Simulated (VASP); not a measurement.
# Mg2BeSeO2 in VASP: notebook

Runs on Mg2BeSeO2. Level: PBE. Tasks: single point, relaxation of cell and atoms.

All numbers are computed with VASP 6.6.1; they aren't measurements. Logs are shortened: lines on timing, memory, paths and dates and some standing lists are left out, and cuts for length are marked.

## Step 1: The cell of the first run

The typed cell holds 6 atoms: a = 3.505 Å, b = 3.505 Å, c = 5.874 Å, α = 90.00°, β = 90.00°, γ = 90.01°.

## Step 2: Single point, PBE

INCAR reads:

```
ALGO = Normal
EDIFF = 1E-7
ENCUT = 520
GGA = PE
ISIF = 2
ISMEAR = 0
LASPH = True
LCHARG = True
LELF = True
LREAL = False
LVHAR = True
LWAVE = False
NBANDS = 21
NELM = 80
PREC = Accurate
SIGMA = 0.1
```

KPOINTS reads:

```
k-points
0
Gamma
  6 6 2
```

POSCAR reads:

```
Mg2BeSeO2
1.0
    2.4781195958     -2.4786494580      0.0000000000
    2.4781195958      2.4786494580      0.0000000000
    0.0000000000      0.0000000000      5.8742133841
Mg Be Se O
2 1 1 2
Direct
    0.0000000000      0.0000000000      1.0964729966
    0.0000000000      0.0000000000      0.5469831832
    0.5000000000      0.5000000000      0.3216713692
    0.5000000000      0.5000000000      0.8217450909
    0.0000000000      0.5000000000      0.3217312850
    0.5000000000      0.0000000000      0.3217312850
```

Potentials or basis: VASP PAW PBE potentials, release 64 (Mg, Be, Se, O).

On the command line:

```
cat potpaw_PBE.64/Mg/POTCAR potpaw_PBE.64/Be/POTCAR potpaw_PBE.64/Se/POTCAR potpaw_PBE.64/O/POTCAR > POTCAR
mpirun -np 1 vasp_std > vasp.out
```

OUTCAR:

```text
EDIFF = 1E-7
   ENCUT = 520
   GGA = PE
   ISIF = 2
   ISMEAR = 0
   LASPH = True
   LREAL = False
   NELM = 80
   PREC = Accurate

 ion  position               nearest neighbor table
   1  0.000  0.000  0.096-   5 2.20   6 2.20   5 2.20   6 2.20   2 2.65   3 2.81   3 2.81   3 2.81
                             3 2.81   4 2.96   4 2.96   4 2.96   4 2.96   2 3.23
   2  0.000  0.000  0.547-   5 2.20   6 2.20   5 2.20   6 2.20   1 2.65   3 2.81   3 2.81   3 2.81
                             3 2.81   4 2.96   4 2.96   4 2.96   4 2.96   1 3.23
   3  0.500  0.500  0.322-   5 1.75   6 1.75   6 1.75   5 1.75   1 2.81   1 2.81   2 2.81   2 2.81
                             1 2.81   1 2.81   2 2.81   2 2.81
   4  0.500  0.500  0.822-   1 2.96   1 2.96   2 2.96   2 2.96   1 2.96   1 2.96   2 2.96   2 2.96

   5  0.000  0.500  0.322-   3 1.75   3 1.75   2 2.20   2 2.20   1 2.20   1 2.20
   6  0.500  0.000  0.322-   3 1.75   3 1.75   2 2.20   2 2.20   1 2.20   1 2.20

  LATTYP: Found a base centered orthorhombic cell.
 ALAT       =     4.9562391916
 B/A-ratio  =     1.0002138162
 C/A-ratio  =     1.1852158778

  Lattice vectors:

 A1 = (   2.4781195958,  -2.4786494580,   0.0000000000)
 A2 = (   2.4781195958,   2.4786494580,   0.0000000000)
 A3 = (   0.0000000000,   0.0000000000,   5.8742133841)

Analysis of symmetry for initial positions (statically):
=====================================================================
 Subroutine PRICEL returns:
 Original cell was already a primitive cell.

 Routine SETGRP: Setting up the symmetry group for a
 base centered orthorhombic supercell.

 Subroutine GETGRP returns: Found  4 space group operations
 (whereof  4 operations were pure point group operations)
 out of a pool of  8 trial point group operations.

The static configuration has the point symmetry C_2v.

Analysis of symmetry for dynamics (positions and initial velocities):
=====================================================================
 Subroutine PRICEL returns:
 Original cell was already a primitive cell.

 Routine SETGRP: Setting up the symmetry group for a
 base centered orthorhombic supercell.

 Subroutine GETGRP returns: Found  4 space group operations
 (whereof  4 operations were pure point group operations)
 out of a pool of  8 trial point group operations.

The dynamic configuration has the point symmetry C_2v.

 Subroutine INISYM returns: Found  4 space group operations
 (whereof  4 operations are pure point group operations),
 and found     1 'primitive' translations

----------------------------------------------------------------------------------------

                                     Primitive cell

  volume of cell :      72.1634

  direct lattice vectors                    reciprocal lattice vectors
     2.478119596 -2.478649458  0.000000000     0.201765888 -0.201722756  0.000000000
     2.478119596  2.478649458  0.000000000     0.201765888  0.201722756  0.000000000
     0.000000000  0.000000000  5.874213384     0.000000000  0.000000000  0.170235559

  length of vectors
     3.504965031  3.504965031  5.874213384     0.285309558  0.285309558  0.170235559

  position of ions in fractional coordinates (direct lattice)
     0.000000000  0.000000000  0.096472997
     0.000000000  0.000000000  0.546983183
     0.500000000  0.500000000  0.321671369
     0.500000000  0.500000000  0.821745091
     1.000000000  0.500000000  0.321731285
     0.500000000  1.000000000  0.321731285

  ion indices of the primitive-cell ions
   primitive index   ion index
                 1           1
                 2           2
                 3           3
                 4           4
                 5           5
                 6           6

----------------------------------------------------------------------------------------

 KPOINTS: k-points

Automatic generation of k-mesh.
 Grid dimensions read from file:
 generate k-points for:    6    6    2

 Generating k-lattice:

  Cartesian coordinates                     Fractional coordinates (reciprocal lattice)
[... 44 lines left out ...]
 Gauss-broadening in eV      SIGMA  =   0.10
  energy-cutoff  :      520.00
  volume of cell :       72.16
 maximum number of plane-waves:      1966
 NGX is ok and might be reduce to    28
   NGX = 13   NGY = 13   NGZ = 21

 number of electron      23.9999997 magnetization

 Free energy of the ion-electron system (eV)
  ---------------------------------------------------
  ext. energy  EPLUGINS =         0.00000000
  ---------------------------------------------------
  free energy    TOTEN  =       -31.07831662 eV

  energy without entropy =      -31.07591909  energy(sigma->0) =      -31.07711786

 E-fermi :   5.2153     XC(G=0): -10.3800

 val. band max:        5.1841318515   @ k =   0.5000   0.5000   0.5000
 cond. band min:       5.5238139269   @ k =   0.5000   0.5000   0.0000
 fundamental gap:      0.3396820754
 Fermi energy:         5.2153411514

 k-point     1 :       0.0000    0.0000    0.0000
  band No.  band energies     occupation
      1     -14.8092      2.00000
      2     -12.1510      2.00000
      3      -8.0011      2.00000
      4      -2.1073      2.00000
      5      -1.6263      2.00000
      6      -1.6258      2.00000
[... 13 lines left out ...]
     20      13.9092      0.00000
     21      15.8088      0.00000

 k-point     2 :       0.1667    0.0000    0.0000
  band No.  band energies     occupation
      1     -14.6654      2.00000
      2     -12.3778      2.00000
      3      -7.8385      2.00000
      4      -1.8547      2.00000
      5      -1.4299      2.00000
      6      -1.3760      2.00000
[... 13 lines left out ...]
     20      14.7873      0.00000
     21      15.3132      0.00000

 k-point     3 :       0.3333   -0.0000    0.0000
  band No.  band energies     occupation
      1     -14.2555      2.00000
      2     -12.9467      2.00000
      3      -7.4640      2.00000
      4      -1.1539      2.00000
      5      -0.9048      2.00000
      6      -0.7517      2.00000
[... 13 lines left out ...]
     20      13.8505      0.00000
     21      15.3702      0.00000
[... 457 lines left out ...]
 k-point    23 :       0.3333    0.3333    0.5000
  band No.  band energies     occupation
      1     -13.8934      2.00000
      2     -13.2316      2.00000
      3      -7.0245      2.00000
      4      -2.4845      2.00000
      5      -1.2652      2.00000
      6      -0.0747      2.00000
[... 13 lines left out ...]
     20      15.3242      0.00000
     21      15.9769      0.00000

 k-point    24 :       0.5000    0.3333    0.5000
  band No.  band energies     occupation
      1     -13.5710      2.00000
      2     -13.5319      2.00000
      3      -6.8030      2.00000
      4      -2.5750      2.00000
      5      -1.7943      2.00000
      6      -0.2052      2.00000
[... 13 lines left out ...]
     20      15.7692      0.00000
     21      15.8579      0.00000

 [... further k-points ...]
[... 5 lines left out ...]
  --------------------------------------------------------------------------------------
  -------------------------------------------------------------------------------------
  Total        0.0288592      0.0031956     -0.1798273      0.0000000      0.0000000      0.0000000
  in kB        0.6407336      0.0709492     -3.9925376      0.0000000      0.0000000      0.0000000
  external PRESSURE =      -1.0936183 kB  Pullay stress =       0.0000000 kB

 VOLUME and BASIS-vectors are now :
 -----------------------------------------------------------------------------
  energy-cutoff  :      520.00
  volume of cell :       72.16
      direct lattice vectors                 reciprocal lattice vectors
     2.478119596 -2.478649458  0.000000000     0.201765888 -0.201722756  0.000000000
     2.478119596  2.478649458  0.000000000     0.201765888  0.201722756  0.000000000
     0.000000000  0.000000000  5.874213384     0.000000000  0.000000000  0.170235559

 POSITION                                       TOTAL-FORCE (eV/Angst)
 -----------------------------------------------------------------------------------
      0.00000      0.00000      0.56670         0.000000      0.000000      0.044266
      0.00000      0.00000      3.21310         0.000000      0.000000     -0.044512
      2.47812      0.00000      1.88957        -0.000000      0.000000      0.001024
      2.47812      0.00000      4.82711         0.000000      0.000000      0.000310
      1.23906      1.23932      1.88992        -0.000000      0.000000     -0.000544
      1.23906     -1.23932      1.88992         0.000000      0.000000     -0.000544
 -----------------------------------------------------------------------------------
    total drift:                                0.000000     -0.000000     -0.000157

  FREE ENERGIE OF THE ION-ELECTRON SYSTEM (eV)
  ---------------------------------------------------
  free  energy   TOTEN  =       -31.0783166222 eV

  energy  without entropy=      -31.0759190928  energy(sigma->0) =      -31.07711786
```

It took 38 s on 1 thread of AMD EPYC 7R43 (Zen 3), shared host; peak memory 0.17 GiB.

What came out:

| Property | Result |
| --- | --- |
| Free energy | -31.0783 eV |
| Pressure | -0.1 GPa |
| Largest force | 0.045 eV/Å |

Forces in eV/Å, atoms in the order of the input:
```
Mg   0.000  0.000  0.044
Mg   0.000  0.000 -0.045
Be   0.000  0.000  0.001
Se   0.000  0.000  0.000
O    0.000  0.000 -0.001
O    0.000  0.000 -0.001
```

Levels at points of the mesh, in eV from the Fermi level:
```tsv
k point	band 8	band 9	band 10	band 11	band 12	band 13	band 14	band 15	band 16	band 17
(0.00, 0.00, 0.00)	-2.28	-2.27	-1.75	-0.78	-0.78	1.23	3.27	5.49	6.48	7.41
(0.50, 0.00, 0.00)	-4.70	-4.43	-4.08	-1.56	-0.04	3.59	4.68	6.33	6.42	7.15
(0.50, 0.50, 0.00)	-4.00	-4.00	-2.81	-1.75	-1.18	0.31	5.02	5.53	5.53	5.87
(0.00, 0.00, 0.50)	-3.06	-2.27	-2.27	-0.89	-0.89	1.88	5.26	5.62	6.03	6.60
(0.50, 0.00, 0.50)	-4.60	-4.08	-3.40	-2.45	-0.13	2.36	4.52	5.86	6.31	7.14
(0.50, 0.50, 0.50)	-2.82	-2.82	-1.75	-1.62	-1.18	-0.03	2.58	3.84	3.84	6.74
```

Caveat: the k points lie up to 0.53 Å⁻¹ apart.

## Step 3: Single point, PBE

INCAR reads:

```
SYSTEM = Mg2BeSeO2
PREC     = Accurate       ! precision mode
ENCUT    = 520            ! plane-wave cutoff, eV
EDIFF    = 1E-6           ! SCF threshold, eV
ISMEAR   = 0              ! smearing method
SIGMA    = 0.1            ! smearing width, eV
LREAL    = .FALSE.        ! projectors in reciprocal space
LASPH    = .TRUE.         ! aspherical terms in the spheres
NELM     = 100            ! most SCF steps
ALGO     = Normal         ! electronic algorithm
ISIF     = 2              ! what is computed and relaxed
LWAVE    = .FALSE.        ! write WAVECAR
LCHARG   = .FALSE.        ! write CHGCAR
GGA      = PE             ! functional
NBANDS   = 21             ! bands
```

KPOINTS reads:

```
Automatic mesh
0
G
  6 6 4
  0 0 0
```

POSCAR reads:

```
Mg2BeSeO2
1.0
    3.5049650307      0.0000000000      0.0000000000
    0.0000000000      3.5049650307      0.0000000000
    0.0000000000      0.0000000000      5.8742133841
Mg Be Se O
2 1 1 2
Direct
    0.0000000000      0.0000000000      0.7748016275
    0.0000000000      0.0000000000      0.2251983725
    0.5000000000      0.5000000000      0.0000000000
    0.5000000000      0.5000000000      0.5000000000
    0.0000000000      0.5000000000      0.0000000000
    0.5000000000      0.0000000000      0.0000000000
```

Potentials or basis: VASP PAW PBE potentials, release 64 (Mg, Be, Se, O).

On the command line:

```
cat potpaw_PBE.64/Mg/POTCAR potpaw_PBE.64/Be/POTCAR potpaw_PBE.64/Se/POTCAR potpaw_PBE.64/O/POTCAR > POTCAR
mpirun -np 1 vasp_std > vasp.out
```

Wall time 45 s (1 thread of AMD EPYC 7R43 (Zen 3), shared host); peak memory 0.18 GiB.

It converged, with:

| Quantity | Value |
| --- | --- |
| Free energy | -31.0877 eV |
| Pressure | -0.1 GPa |
| Largest force | 0.034 eV/Å |
| Band gap on the k mesh | zero (filled and empty bands touch) |

Forces in eV/Å, atoms in the order of the input:
```
Mg   0.000  0.000  0.034
Mg   0.000  0.000 -0.034
Be   0.000  0.000  0.000
Se   0.000  0.000  0.000
O    0.000  0.000  0.000
O    0.000  0.000  0.000
```

Stress tensor (GPa, compression positive):
```
-0.01  0.00  0.00
 0.00 -0.01  0.00
 0.00  0.00 -0.23
```

Levels at points of the mesh, in eV from the Fermi level:
| k point | band 9 | band 10 | band 11 | band 12 | band 13 | band 14 | band 15 | band 16 |
| --- | --- | --- | --- | --- | --- | --- | --- | --- |
| (0.00, 0.00, 0.00) | -2.30 | -1.77 | -0.80 | -0.80 | 1.21 | 3.24 | 5.48 | 6.45 |
| (0.50, 0.00, 0.00) | -4.46 | -4.11 | -1.58 | -0.05 | 3.56 | 4.65 | 6.31 | 6.40 |
| (0.50, 0.50, 0.00) | -4.02 | -2.83 | -1.78 | -1.21 | 0.29 | 5.00 | 5.51 | 5.51 |
| (0.00, 0.00, 0.50) | -2.30 | -2.30 | -0.90 | -0.90 | 1.86 | 5.23 | 5.59 | 6.01 |
| (0.50, 0.00, 0.50) | -4.11 | -3.42 | -2.47 | -0.14 | 2.33 | 4.49 | 5.84 | 6.29 |
| (0.50, 0.50, 0.50) | -2.84 | -1.78 | -1.64 | -1.21 | -0.05 | 2.55 | 3.82 | 3.82 |

## Step 4: Single point, PBE

INCAR reads:

```
  ALGO = Normal
  EDIFF = 1E-7
  ENCUT = 520
  GGA = PE
  ISIF = 2
  ISMEAR = 0
  LASPH = T
  LCHARG = F
  LREAL = F
  LWAVE = F
  NBANDS = 21
  NELM = 60
  PREC = Accurate
  SIGMA = 0.1
```

KPOINTS reads:

```
k-points
0
Gamma
  10 10 6
```

POSCAR reads:

```
Mg2BeSeO2
1.0
    3.5065600777      0.0000000000      0.0000000000
    0.0000000000      3.5065600777      0.0000000000
    0.0000000000      0.0000000000      5.8796063989
Mg Be Se O
2 1 1 2
Direct
    0.0000000000      0.0000000000      0.7748627601
    0.0000000000      0.0000000000      0.2251372399
    0.5000000000      0.5000000000      0.0000000000
    0.5000000000      0.5000000000      0.5000000000
    0.0000000000      0.5000000000      0.0000000000
    0.5000000000      0.0000000000      0.0000000000
```

On the command line:

```
cat potpaw_PBE.64/Mg/POTCAR potpaw_PBE.64/Be/POTCAR potpaw_PBE.64/Se/POTCAR potpaw_PBE.64/O/POTCAR > POTCAR
mpirun -np 1 vasp_std > vasp.out
```

Run time: 1.9 min. Hardware: 1 thread of AMD EPYC 7R43 (Zen 3), shared host; peak memory 0.25 GiB.

The run converged. Its results:

| Property | Result |
| --- | --- |
| Free energy | -31.0985 eV |
| Pressure | -0.3 GPa |
| Largest force | 0.039 eV/Å |
| Band gap on the k mesh | zero (filled and empty bands touch) |

Forces on the atoms (eV/Å):
```
Mg   0.000  0.000  0.039
Mg   0.000  0.000 -0.039
Be   0.000  0.000  0.000
Se   0.000  0.000  0.000
O    0.000  0.000  0.000
O    0.000  0.000  0.000
```

Stress tensor (GPa, compression positive):
```
-0.23  0.00  0.00
 0.00 -0.23  0.00
 0.00  0.00 -0.37
```

Levels at points of the mesh, in eV from the Fermi level:
| k point | band 9 | band 10 | band 11 | band 12 | band 13 | band 14 | band 15 | band 16 |
| --- | --- | --- | --- | --- | --- | --- | --- | --- |
| (0.00, 0.00, 0.00) | -2.31 | -1.78 | -0.80 | -0.80 | 1.19 | 3.24 | 5.47 | 6.44 |
| (0.50, 0.00, 0.00) | -4.46 | -4.11 | -1.58 | -0.05 | 3.55 | 4.64 | 6.29 | 6.40 |
| (0.50, 0.50, 0.00) | -4.01 | -2.83 | -1.78 | -1.21 | 0.29 | 4.98 | 5.50 | 5.50 |
| (0.00, 0.00, 0.50) | -2.31 | -2.31 | -0.90 | -0.90 | 1.85 | 5.21 | 5.58 | 6.01 |
| (0.50, 0.00, 0.50) | -4.11 | -3.43 | -2.47 | -0.14 | 2.32 | 4.48 | 5.83 | 6.28 |
| (0.50, 0.50, 0.50) | -2.84 | -1.78 | -1.64 | -1.21 | -0.05 | 2.55 | 3.81 | 3.81 |

## Step 5: Relaxation of cell and atoms, PBE

INCAR reads:

```
SYSTEM = Mg2BeSeO2
  ALGO = Normal
  EDIFF = 1E-7
  EDIFFG = -0.04
  ENCUT = 600
  GGA = PE
  IBRION = 2
  ISIF = 3
  ISMEAR = 0
  LASPH = .TRUE.
  LCHARG = .FALSE.
  LREAL = .FALSE.
  LWAVE = .FALSE.
  NELM = 100
  NSW = 90
  PREC = Accurate
  SIGMA = 0.1
```

KPOINTS reads:

```
k-points
0
G
  6 6 4
  0 0 0
```

POSCAR reads:

```
Mg2BeSeO2
1.0
    3.5049650307      0.0000000000      0.0000000000
    0.0000000000      3.5049650307      0.0000000000
    0.0000000000      0.0000000000      5.8742133841
Mg Be Se O
2 1 1 2
Direct
    0.0000000000      0.0000000000      0.7748016275
    0.0000000000      0.0000000000      0.2251983725
    0.5000000000      0.5000000000      0.0000000000
    0.5000000000      0.5000000000      0.5000000000
    0.0000000000      0.5000000000      0.0000000000
    0.5000000000      0.0000000000      0.0000000000
```

On the command line:

```
cat potpaw_PBE.64/Mg/POTCAR potpaw_PBE.64/Be/POTCAR potpaw_PBE.64/Se/POTCAR potpaw_PBE.64/O/POTCAR > POTCAR
mpirun -np 1 vasp_std > vasp.out
```

Wall time 37 s (1 thread of AMD EPYC 7R43 (Zen 3), shared host); peak memory 0.18 GiB.

It converged, with:

```
Free energy                  : -31.0935 eV
Pressure after relaxing      : -0.2 GPa
Largest force after relaxing : 0.037 eV/Å
Band gap on the k mesh       : zero (filled and empty bands touch)
```

Forces on the atoms (eV/Å):
```
Mg   0.000  0.000  0.037
Mg   0.000  0.000 -0.037
Be   0.000  0.000  0.000
Se   0.000  0.000  0.000
O    0.000  0.000  0.000
O    0.000  0.000  0.000
```

Stress tensor (GPa, compression positive):
```
-0.13  0.00  0.00
 0.00 -0.13  0.00
 0.00  0.00 -0.33
```

Final structure:
```
Mg Be Se O
1.0
     3.50497    0.00000    0.00000
     0.00000    3.50497    0.00000
     0.00000    0.00000    5.87421
Mg Be Se O
2 1 1 2
Cartesian
  0.0000 0.0000 4.5513
  0.0000 0.0000 1.3229
  1.7525 1.7525 0.0000
  1.7525 1.7525 2.9371
  0.0000 1.7525 0.0000
  1.7525 0.0000 0.0000
```

Levels at points of the mesh, in eV from the Fermi level:
```tsv
k point	band 8	band 9	band 10	band 11	band 12	band 13	band 14	band 15	band 16
(0.00, 0.00, 0.00)	-2.30	-2.30	-1.77	-0.80	-0.80	1.21	3.24	5.48	6.45
(0.50, 0.00, 0.00)	-4.73	-4.46	-4.11	-1.58	-0.05	3.56	4.65	6.31	6.40
(0.50, 0.50, 0.00)	-4.02	-4.02	-2.83	-1.78	-1.21	0.29	5.00	5.51	5.51
(0.00, 0.00, 0.50)	-3.10	-2.30	-2.30	-0.90	-0.90	1.86	5.23	5.59	6.01
(0.50, 0.00, 0.50)	-4.63	-4.11	-3.43	-2.47	-0.14	2.33	4.49	5.84	6.29
(0.50, 0.50, 0.50)	-2.84	-2.84	-1.78	-1.64	-1.21	-0.05	2.55	3.82	3.82
```

Caveat: the relaxation stopped at its first step, so nothing moved.

## Step 6: The runs side by side

| task | cell | k mesh | cutoff (eV) | gap on the mesh (eV) | pressure (GPa) | largest force (eV/Å) |
| --- | --- | --- | --- | --- | --- | --- |
| single point | a = 3.505, b = 3.505, c = 5.874 Å, 6 atoms | 6 × 6 × 2 | 520 | - | -0.1 | 0.04 |
| single point | a = 3.505, b = 3.505, c = 5.874 Å, 6 atoms | 6 × 6 × 4 | 520 | none | -0.1 | 0.03 |
| single point | a = 3.507, b = 3.507, c = 5.880 Å, 6 atoms | 10 × 10 × 6 | 520 | none | -0.3 | 0.04 |
| relaxation of cell and atoms | relaxed from a = 3.505, b = 3.505, c = 5.874 Å, 6 atoms | 6 × 6 × 4 | 600 | none | -0.2 | 0.04 |

Alike in all rows: level PBE; potentials or basis VASP PAW PBE potentials, release 64 (Mg, Be, Se, O); no spin polarisation; smearing gaussian 0.1 eV.

Caveats: some runs use coarse meshes; the relaxation stopped at its first step, so nothing moved (some runs).

Total energies depend on the potentials used, so only differences within one code and one set of settings carry meaning.
